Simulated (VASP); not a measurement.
# SiC3 (P6_3/mmc) in VASP: single point with PBE

Aim: the single point of SiC3 with PBE.

All numbers are computed with VASP 6.6.1; they aren't measurements. Logs are shortened: lines on timing, memory, paths and dates and some standing lists are left out, and cuts for length are marked.

## 1. The cell of the first run

Symmetry: P6_3/mmc, No. 194, hexagonal system. Conventional cell: a = 5.635 Å, b = 5.635 Å, c = 7.296 Å, α = 90.00°, β = 90.00°, γ = 120.00°. Si (site symmetry -6m2) has 3 C at 1.82 Å within 2.4 Å. Si (site symmetry -6m2) has 3 C at 1.82 Å within 2.4 Å. Within 1.9 Å of C (site symmetry mm2) lie 2 C at 1.44 Å and 1 Si at 1.82 Å. Within 1.9 Å of C (site symmetry mm2) lie 2 C at 1.44 Å and 1 Si at 1.82 Å.

## 2. Single point, PBE, collinear spin

Input file INCAR:

```
SYSTEM = SiC3
PREC     = Accurate       ! precision mode
ENCUT    = 600            ! plane-wave cutoff, eV
EDIFF    = 1E-6           ! SCF threshold, eV
ISMEAR   = 0              ! smearing method
SIGMA    = 0.1            ! smearing width, eV
LREAL    = .FALSE.        ! projectors in reciprocal space
LASPH    = .TRUE.         ! aspherical terms in the spheres
NELM     = 200            ! most SCF steps
ALGO     = Normal         ! electronic algorithm
ISIF     = 2              ! what is computed and relaxed
LWAVE    = .FALSE.        ! write WAVECAR
LCHARG   = .FALSE.        ! write CHGCAR
ISPIN    = 2              ! spin polarisation
MAGMOM   = 0 0 0 0 1 1 1 1 1 1 1 1 1 1 1 1 ! initial moments
LORBIT   = 11             ! projections on sites
GGA      = PE             ! functional
NBANDS   = 50             ! bands
GGA_COMPAT= .FALSE.
```

Input file KPOINTS:

```
regular mesh
0
G
  6 6 4
  0 0 0
```

Input file POSCAR:

```
SiC3
1.0
    5.6347288931      0.0000000000      0.0000000000
   -2.8173644466      4.8798183649      0.0000000000
    0.0000000000      0.0000000000      7.2961494483
Si C
4 12
Direct
    0.6666666667      0.3333333333      0.2500000000
    0.0000000000      0.0000000000      0.2500000000
    0.3333333333      0.6666666667      0.7500000000
    0.0000000000      0.0000000000      0.7500000000
    0.6273715842      0.8136857921      0.2500000000
    0.4805716103      0.9611432207      0.2500000000
    0.1863142079      0.8136857921      0.2500000000
    0.1863142079      0.3726284158      0.2500000000
    0.0388567793      0.5194283897      0.2500000000
    0.4805716103      0.5194283897      0.2500000000
    0.8136857921      0.1863142079      0.7500000000
    0.5194283897      0.0388567793      0.7500000000
    0.3726284158      0.1863142079      0.7500000000
    0.5194283897      0.4805716103      0.7500000000
    0.8136857921      0.6273715842      0.7500000000
    0.9611432207      0.4805716103      0.7500000000
```

Potentials or basis: VASP PAW PBE potentials, release 64 (Si, C).

Launch:

```console
$ cat potpaw_PBE.64/Si/POTCAR potpaw_PBE.64/C/POTCAR > POTCAR
$ mpirun -np 1 vasp_std > vasp.out
```

OUTCAR:

```text
SYSTEM = SiC3
   PREC = Accurate
   ENCUT = 600
   EDIFF = 1E-6
   ISMEAR = 0
   LREAL = .FALSE.
   LASPH = .TRUE.
   NELM = 200
   ISIF = 2
   ISPIN = 2
   LORBIT = 11
   GGA = PE

 ion  position               nearest neighbor table
   1  0.667  0.333  0.250-   9 1.82   6 1.82  10 1.82
   2  0.000  0.000  0.250-   5 1.82   7 1.82   8 1.82
   3  0.333  0.667  0.750-  16 1.82  12 1.82  14 1.82
   4  0.000  0.000  0.750-  13 1.82  11 1.82  15 1.82
   5  0.627  0.814  0.250-  10 1.44   6 1.44   2 1.82
   6  0.481  0.961  0.250-   7 1.44   5 1.44   1 1.82
[... 8 lines left out ...]
  15  0.814  0.627  0.750-  14 1.44  16 1.44   4 1.82
  16  0.961  0.481  0.750-  11 1.44  15 1.44   3 1.82

  LATTYP: Found a hexagonal cell.
 ALAT       =     5.6347288931
 C/A-ratio  =     1.2948536809

  Lattice vectors:

 A1 = (   5.6347288931,   0.0000000000,   0.0000000000)
 A2 = (  -2.8173644466,   4.8798183649,   0.0000000000)
 A3 = (   0.0000000000,   0.0000000000,   7.2961494483)

Analysis of symmetry for initial positions (statically):
=====================================================================
 Subroutine PRICEL returns:
 Original cell was already a primitive cell.

 Routine SETGRP: Setting up the symmetry group for a
 hexagonal supercell.

 Subroutine GETGRP returns: Found 24 space group operations
 (whereof 12 operations were pure point group operations)
 out of a pool of 24 trial point group operations.

The static configuration has the point symmetry D_3d.
 The point group associated with its full space group is D_6h.

Analysis of symmetry for dynamics (positions and initial velocities):
=====================================================================
 Subroutine PRICEL returns:
 Original cell was already a primitive cell.

 Routine SETGRP: Setting up the symmetry group for a
 hexagonal supercell.

 Subroutine GETGRP returns: Found 24 space group operations
 (whereof 12 operations were pure point group operations)
 out of a pool of 24 trial point group operations.

The dynamic configuration has the point symmetry D_3d.
 The point group associated with its full space group is D_6h.

Analysis of structural, dynamic, and magnetic symmetry:
=====================================================================
 Subroutine PRICEL returns:
 Original cell was already a primitive cell.

 Routine SETGRP: Setting up the symmetry group for a
 hexagonal supercell.

 Subroutine GETGRP returns: Found 24 space group operations
 (whereof 12 operations were pure point group operations)
 out of a pool of 24 trial point group operations.

The overall configuration has the point symmetry D_3d.
 The point group associated with its full space group is D_6h.

 Subroutine INISYM returns: Found 24 space group operations
 (whereof 12 operations are pure point group operations),
 and found     1 'primitive' translations

----------------------------------------------------------------------------------------

                                     Primitive cell

  volume of cell :     200.6182

  direct lattice vectors                    reciprocal lattice vectors
     5.634728893  0.000000000  0.000000000     0.177470828  0.102462830  0.000000000
    -2.817364447  4.879818365  0.000000000     0.000000000  0.204925660  0.000000000
     0.000000000  0.000000000  7.296149448     0.000000000  0.000000000  0.137058596

  length of vectors
     5.634728893  5.634728893  7.296149448     0.204925660  0.204925660  0.137058596

  position of ions in fractional coordinates (direct lattice)
     0.666666667  0.333333333  0.250000000
     0.000000000  0.000000000  0.250000000
     0.333333333  0.666666667  0.750000000
     0.000000000  0.000000000  0.750000000
     0.627371584  0.813685792  0.250000000
     0.480571610  0.961143221  0.250000000
[... 8 lines left out ...]
     0.813685792  0.627371584  0.750000000
     0.961143221  0.480571610  0.750000000
[... 67 lines left out ...]
  0.333333  0.166667  0.500000     12.000000
  0.333333  0.333333  0.500000      2.000000
   k-points           NKPTS =     21   k-points in BZ     NKDIM =     21   number of bands    NBANDS=     50
   number of dos      NEDOS =    301   number of ions     NIONS =     16
   total plane-waves  NPLWV = 138240
   dimension x,y,z NGX =    48 NGY =   48 NGZ =   60
   dimension x,y,z NGXF=    96 NGYF=   96 NGZF=  120
   ions per type =               4  12
   NGX,Y,Z   is equivalent  to a cutoff of  14.16, 14.16, 13.67 a.u.
   NGXF,Y,Z  is equivalent  to a cutoff of  28.32, 28.32, 27.34 a.u.
 SYSTEM =  SiC3
   PREC   = accura    normal or accurate (medium, high low for compatibility)
   ISTART =      0    job   : 0-new  1-cont  2-samecut
   ICHARG =      2    charge: 1-file 2-atom 10-const
   ISPIN  =      2    spin polarized calculation?
   LNONCOLLINEAR =      F non collinear calculations
   LSORBIT =      F    spin-orbit coupling
   LASPH  =      T    aspherical Exc in radial PAW
   ENCUT  =  600.0 eV  44.10 Ry    6.64 a.u.  11.25 11.25 14.57*2*pi/ulx,y,z
   NELM   =    200;   NELMIN=  2; NELMDL= -5     # of ELM steps
   EDIFF  = 0.1E-05   stopping-criterion for ELM
   LREAL  =      F    real-space projection
   EDIFFG = 0.1E-04   stopping-criterion for IOM
   NSW    =      0    number of steps for IOM
   IBRION =     -1    ionic relax: 0-MD 1-quasi-New 2-CG
   NFREE  =      0    steps in history (QN), initial steepest desc. (CG)
   ISIF   =      2    stress and relaxation
   ISYM   =      2    0-nonsym 1-usesym 2-fastsym
   POTIM  = 0.5000    time-step for ionic-motion
   TEBEG  =    0.0;   TEEND  =   0.0 temperature during run
   PSTRESS=    0.0 pullay stress
   NELECT =      64.0000    total number of electrons
   NUPDOWN=      -1.0000    fix difference up-down
   EMIN   =  10.00;   EMAX   =-10.00  energy-range for DOS
   EFERMI =   0.00;   METHOD = LEGACY
   ISMEAR =     0;   SIGMA  =   0.10  broadening in eV -4-tet -1-fermi 0-gaus
   EFERMI_NEDOS =   21; number of points for ismear=-14 and -15
   IALGO  =     38    algorithm
   IMIX   =      4    mixing-type and parameters
     AMIX     =   0.40;   BMIX     =  1.00
     AMIX_MAG =   1.60;   BMIX_MAG =  1.00
  volume/ion in A,a.u.               =      12.54        84.61
  Fermi-wavevector in a.u.,A,eV,Ry     =   1.118608  2.113863 17.024758  1.251284
  Thomas-Fermi vector in A             =   2.255241
   LORBIT       =     11    0 simple, 1 ext, 2 COOP (PROOUT), +10 PAW based schemes
   GGA     = PE    functional components
   LHFCALC =     F    Hartree Fock is set to
   AEXX    =    0.0000 exact exchange contribution
   IVDW    =     0    specifies the selected vdW correction
   LEPSILON=     F    determine dielectric tensor
   LRPA    =     F    only Hartree local field effects (RPA)
 spin polarized calculation
 Gauss-broadening in eV      SIGMA  =   0.10
  energy-cutoff  :      600.00
  volume of cell :      200.62
 maximum number of plane-waves:      6735
 NGX is ok and might be reduce to    48
   NGX = 23   NGY = 23   NGZ = 29

 number of electron      63.9999995 magnetization       0.0081159

 number of electron      63.9999995 magnetization      -0.0002621

 Free energy of the ion-electron system (eV)
  ---------------------------------------------------
  ext. energy  EPLUGINS =         0.00000000
  ---------------------------------------------------
  free energy    TOTEN  =      -125.67804728 eV

  energy without entropy =     -125.67026574  energy(sigma->0) =     -125.67415651

 E-fermi :   4.7714     XC(G=0):  -9.4998

 val. band max:        4.7668279891   @ k =   0.3333   0.3333   0.2500
 cond. band min:       4.7744121904   @ k =   0.0000   0.0000   0.0000
 fundamental gap:      0.0075842013
 Fermi energy:         4.7713740478

 spin component 1

 k-point     1 :       0.0000    0.0000    0.0000
  band No.  band energies     occupation
      1     -13.1322      1.00000
      2     -12.9586      1.00000
      3      -9.7453      1.00000
      4      -9.7453      1.00000
      5      -9.6772      1.00000
      6      -9.6772      1.00000
[... 976 lines left out ...]
     43       9.8601      0.00000
     44       9.8601      0.00000
 Fermi energy:         4.7713740478

 spin component 2

 k-point     1 :       0.0000    0.0000    0.0000
  band No.  band energies     occupation
      1     -13.1322      1.00000
      2     -12.9586      1.00000
      3      -9.7453      1.00000
      4      -9.7453      1.00000
      5      -9.6772      1.00000
      6      -9.6772      1.00000
[... 976 lines left out ...]
     43       9.8600      0.00000
     44       9.8600      0.00000
 [bands above 44 left out]

------------------------ aborting loop because EDIFF is reached ----------------------------------------

  FORCE on cell =-STRESS in cart. coord.  units (eV):
  Direction    XX          YY          ZZ          XY          YZ          ZX
  --------------------------------------------------------------------------------------
  -------------------------------------------------------------------------------------
  Total        0.0599441      0.0599441     -0.2378114     -0.0000000      0.0000000      0.0000000
  in kB        0.4787252      0.4787252     -1.8992093     -0.0000000      0.0000000      0.0000000
  external PRESSURE =      -0.3139196 kB  Pullay stress =       0.0000000 kB

 VOLUME and BASIS-vectors are now :
 -----------------------------------------------------------------------------
  energy-cutoff  :      600.00
  volume of cell :      200.62
      direct lattice vectors                 reciprocal lattice vectors
     5.634728893  0.000000000  0.000000000     0.177470828  0.102462830  0.000000000
    -2.817364447  4.879818365  0.000000000     0.000000000  0.204925660  0.000000000
     0.000000000  0.000000000  7.296149448     0.000000000  0.000000000  0.137058596

 POSITION                                       TOTAL-FORCE (eV/Angst)
 -----------------------------------------------------------------------------------
      2.81736      1.62661      1.82404         0.000000     -0.000000     -0.000000
      0.00000      0.00000      1.82404        -0.000000     -0.000000     -0.000000
     -0.00000      3.25321      5.47211         0.000000     -0.000000      0.000000
      0.00000      0.00000      5.47211         0.000000     -0.000000      0.000000
      1.24262      3.97064      1.82404         0.033907      0.019576      0.000000
     -0.00000      4.69020      1.82404        -0.000000      0.035993     -0.000000
[... 8 lines left out ...]
      2.81736      3.06146      5.47211        -0.000000      0.039153      0.000000
      4.06184      2.34510      5.47211         0.031170      0.017996     -0.000000
 -----------------------------------------------------------------------------------
    total drift:                               -0.000000      0.000000     -0.000000

  FREE ENERGIE OF THE ION-ELECTRON SYSTEM (eV)
  ---------------------------------------------------
  free  energy   TOTEN  =      -125.6780472788 eV

  energy  without entropy=     -125.6702657407  energy(sigma->0) =     -125.67415651

 total charge

# of ion       s       p       d       tot
------------------------------------------
    1        0.741   1.044   0.000   1.785
    2        0.740   1.036   0.000   1.776
    3        0.741   1.044   0.000   1.785
    4        0.740   1.036   0.000   1.776
    5        0.852   1.707   0.000   2.558
    6        0.852   1.706   0.000   2.558
[... 8 lines left out ...]
   15        0.852   1.707   0.000   2.558
   16        0.852   1.706   0.000   2.558
--------------------------------------------------
tot         13.187  24.635   0.000  37.822

 magnetization (x)

# of ion       s       p       d       tot
------------------------------------------
    1        0.000   0.000   0.000   0.000
    2       -0.000  -0.000   0.000  -0.000
    3        0.000   0.000   0.000   0.000
    4       -0.000  -0.000   0.000  -0.000
    5        0.000   0.000   0.000   0.000
    6       -0.000  -0.000   0.000  -0.000
[... 8 lines left out ...]
   15        0.000   0.000   0.000   0.000
   16       -0.000  -0.000   0.000  -0.000
--------------------------------------------------
tot          0.000   0.000   0.000   0.000
```

Wall time 13 min (1 thread of AMD EPYC 9755, shared host); peak memory 0.62 GiB.

Results:

```
Free energy                                           : -125.6780 eV
Pressure                                              : 0.0 GPa
Largest force                                         : 0.039 eV/Å
Band gap on the k mesh                                : zero (filled and empty bands overlap)
Net moment                                            : 0.00 μB per cell
Valence electrons inside the program's atomic spheres : Si 1.78; C 2.56
```

Forces on the atoms (eV/Å):
```
Si   0.000  0.000  0.000
Si   0.000  0.000  0.000
Si   0.000  0.000  0.000
Si   0.000  0.000  0.000
C    0.034  0.020  0.000
C    0.000  0.036  0.000
C   -0.034  0.020  0.000
C    0.000 -0.039  0.000
C   -0.031 -0.018  0.000
C    0.031 -0.018  0.000
C    0.034 -0.020  0.000
C    0.000 -0.036  0.000
C   -0.034 -0.020  0.000
C   -0.031  0.018  0.000
C    0.000  0.039  0.000
C    0.031  0.018  0.000
```

Stress tensor (GPa, compression positive):
```
 0.05  0.00  0.00
 0.00  0.05  0.00
 0.00  0.00 -0.19
```

Levels at points of the mesh, in eV from the Fermi level:
Spin up:
| k point | band 29 | band 30 | band 31 | band 32 | band 33 | band 34 | band 35 | band 36 |
| --- | --- | --- | --- | --- | --- | --- | --- | --- |
| (0.00, 0.00, 0.00) | -2.63 | -2.63 | -1.07 | 0.00 | 0.70 | 0.70 | 1.30 | 1.30 |
| (0.50, 0.00, 0.00) | -3.13 | -2.68 | -1.99 | -0.35 | 1.45 | 1.76 | 1.98 | 2.69 |
| (0.00, 0.00, 0.50) | -2.62 | -2.62 | -0.19 | -0.19 | 0.81 | 0.81 | 0.84 | 0.84 |
| (0.50, 0.00, 0.50) | -3.14 | -3.14 | -1.35 | -1.35 | 1.71 | 1.71 | 1.98 | 1.98 |
Spin down:
```tsv
k point	band 28	band 29	band 30	band 31	band 32	band 33	band 34	band 35	band 36	band 37
(0.00, 0.00, 0.00)	-2.68	-2.63	-2.63	-1.07	0.00	0.70	0.70	1.30	1.30	1.36
(0.50, 0.00, 0.00)	-3.18	-3.13	-2.68	-1.99	-0.35	1.45	1.76	1.98	2.69	3.01
(0.00, 0.00, 0.50)	-2.62	-2.62	-2.62	-0.19	-0.19	0.81	0.81	0.84	0.84	0.84
(0.50, 0.00, 0.50)	-3.23	-3.14	-3.14	-1.35	-1.35	1.71	1.71	1.98	1.98	3.76
```

Caveat: semilocal functionals underestimate gaps, and a narrow one can read as zero.
